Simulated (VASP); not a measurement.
Here is a VASP 6.6.1 calculation.

INCAR

```
SYSTEM = HfO2
ALGO = Normal
EDIFF = 1E-6
ENCUT = 520
GGA = PE
ISIF = 2
ISMEAR = 0
LASPH = .TRUE.
LCHARG = .TRUE.
LELF = .TRUE.
LREAL = .FALSE.
LVHAR = .TRUE.
LWAVE = .FALSE.
NBANDS = 18
NELM = 80
PREC = Accurate
SIGMA = 0.05
```

KPOINTS

```
k-points
0
G
  8 8 8
  0 0 0
```

Contents of POSCAR:

```
HfO2
1.0
    0.0000000000      2.5575000000      2.5575000000
    2.5575000000      0.0000000000      2.5575000000
    2.5575000000      2.5575000000      0.0000000000
Hf O
1 2
Direct
   -0.0025294003     -0.0025294003     -0.0025294003
    0.2641092441      0.2641092441      0.2641092441
    0.7641092441      0.7641092441      0.7641092441
```

Potentials or basis: VASP PAW PBE potentials, release 64 (Hf_pv, O).

Command:

```bash
$ cat potpaw_PBE.64/Hf_pv/POTCAR potpaw_PBE.64/O/POTCAR > POTCAR
$ mpirun -np 1 vasp_std > vasp.out
```

(1) Estimate the pressure.

(2) Estimate the largest force.

Answers

(1) -3.7 GPa.

(2) 0.738 eV/Å.

Caveat: the cell differs from its parent crystal (atoms displaced along a vibrational mode); the cell stands under tension.
